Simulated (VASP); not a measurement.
**LiF: single point with PBE**

The system is LiF.

```
CELL_PARAMETERS angstrom
0.00000 2.07383 2.07383
2.07383 0.00000 2.07383
2.07383 2.07383 0.00000
ATOMIC_POSITIONS crystal
Li 0.00000 0.00000 0.00000
F 0.50000 0.50000 0.50000
```

This cell differs from its parent crystal: volume changed by +6%.

- Program: VASP 6.6.1
- Task: single point
- Functional: PBE
- Potentials or basis: VASP PAW PBE potentials, release 64 (Li_sv, F)
- Cutoff: 520 eV
- k mesh: 8 × 8 × 8
- Occupations: gaussian, width 0.01 eV
- Spin: no spin polarisation
- Dipole correction: no
- Further INCAR settings: ALGO = Normal; EDIFF = 1e-07; NBANDS = 12

```yaml
Band_gap_on_the_k_mesh: 8.35 eV, direct
```

Levels at points of the mesh, in eV from the valence-band top:
| k point | band 3 | band 4 | band 5 | band 6 | band 7 | band 8 |
| --- | --- | --- | --- | --- | --- | --- |
| (0.00, 0.00, 0.00) | 0.00 | 0.00 | 0.00 | 8.35 | 22.82 | 22.82 |
| (0.50, 0.00, 0.00) | -2.26 | -0.20 | -0.20 | 10.32 | 15.73 | 18.20 |
| (0.50, 0.50, 0.00) | -2.65 | -0.88 | -0.88 | 14.01 | 16.05 | 16.42 |

It took 16 s on 1 thread of AMD EPYC 7R13, with other jobs on the host, peak memory 0.1 GiB.

 A k mesh can miss the band edges.
